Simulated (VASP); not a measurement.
Sn: single point with PBE

The system is Sn.

```
Sn
1.0
     0.00000    2.55954    2.55954
     2.55954    0.00000    2.55954
     2.55954    2.55954    0.00000
Sn
2
Direct
  0.87500 0.87500 0.87500
  0.12500 0.12500 0.12500
```

- Program: VASP 6.6.1
- Task: single point
- Functional: PBE
- Potentials or basis: VASP PAW PBE potentials, release 64 (Sn_d)
- Cutoff: 520 eV
- k mesh: 13 × 13 × 13
- Occupations: fermi-dirac, width 0.08 eV
- Spin: no spin polarisation

```
Pressure               : 181.3 GPa
Band gap on the k mesh : zero (band 14 reaches 17.61 eV, above the bottom of band 15 at 16.27 eV)
```

Levels at points of the mesh, in eV from the Fermi level:
```csv
k point,band 10,band 11,band 12,band 13,band 14,band 15,band 16,band 17,band 18,band 19
"(0.00, 0.00, 0.00)",-22.92,-17.35,1.06,1.06,1.06,2.37,2.37,2.37,4.96,5.12
```

Wall time 21 s on 1 thread of Intel(R) Xeon(R) 6975P-C (Granite Rapids) (shared host), peak memory 0.18 GiB.

Caveat: spin-orbit coupling is left out, which moves the levels of the heavy elements.
